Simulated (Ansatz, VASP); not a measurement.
One calculation of Ta2C, two programs

```
Ta C
1.0
     3.07584    0.00000    0.00000
    -1.53792    2.66376    0.00000
     0.00000    0.00000    4.89202
Ta C
2 1
Direct
  0.33333 0.66667 0.25317
  0.66667 0.33333 0.74683
  0.00000 0.00000 0.00000
```

Alike in both runs: functional LDA; k mesh 15 × 15 × 10; occupations gaussian, width 0.1 eV; no spin polarisation.

Ansatz relaxed the structure, and its values are those at the end. VASP's run is a single point on that final structure, the one shown.

```csv
,VASP,Ansatz
version,VASP 6.6.1,Ansatz 0.2.0
potentials or method,"VASP PAW LDA potentials, release 64 (Ta_pv, C), cutoff 520 eV","scalar-relativistic, plane waves, PAW"
valence electrons in the cell,26,30
```

Ansatz gave:

| Item | Value |
| --- | --- |
| gap on the k mesh at the Fermi level (eV) | none |
| pressure (GPa) | 0.0 |
| rms of the force components (eV/Å) | 0.001 |

Q: What did VASP give for the same quantities?

A: gap on the k mesh at the Fermi level (eV): none; pressure (GPa): 1.4; rms of the force components (eV/Å): 0.029.

LDA's correlation is that of Perdew and Zunger in VASP and of Perdew and Wang (1992) in Ansatz. A gap of «none» marks a metal or a gap that the smearing closes. VASP's potentials hold 26 valence electrons a cell and Ansatz's 30, so a difference there can come from the potentials and not from the codes.

Neither program's run includes spin-orbit coupling.
